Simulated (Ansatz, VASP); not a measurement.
**AlSi2B4: VASP beside Ansatz**

```xyz
7
Lattice="-2.2461 2.2461 3.5149 2.2461 -2.2461 3.5149 2.2461 2.2461 -3.5149" Properties=species:S:1:pos:R:3 pbc="T T T"
Al    0.0000    0.0000    0.0000
Si    0.0000    0.0000    4.6162
Si    0.0000    0.0000    2.4136
B     0.0000    2.2461    0.0000
B     0.0000    2.2461    1.7575
B     2.2461    0.0000    0.0000
B     2.2461    0.0000    1.7575
```

Change from the starting cell: species swapped into the Nd2CuO4 type (C2/m, No. 12).

Alike in both runs: functional PBE; k mesh 12 × 12 × 12; occupations gaussian, width 0.1 eV; no spin polarisation.

Ansatz relaxed the structure, and its values are those at the end. VASP's run is a single point on that final structure, the one shown.

```csv
,VASP,Ansatz
version,VASP 6.6.1,Ansatz 0.2.0
potentials or method,"VASP PAW PBE potentials, release 64 (Al, Si, B), cutoff 520 eV","scalar-relativistic, plane waves, PAW"
valence electrons in the cell,23,23
```

|  | VASP | Ansatz | Ansatz less VASP |
| --- | --- | --- | --- |
| gap on the k mesh at the Fermi level (eV) | none | none | - |
| pressure (GPa) | -0.1 | 0.0 | +0.07 |
| rms of the force components (eV/Å) | 0.005 | 0.000 | -0.0050 |

A gap of «none» marks a metal or a gap that the smearing closes. The functional is the same, so the differences come from potentials, cutoffs and numerics.
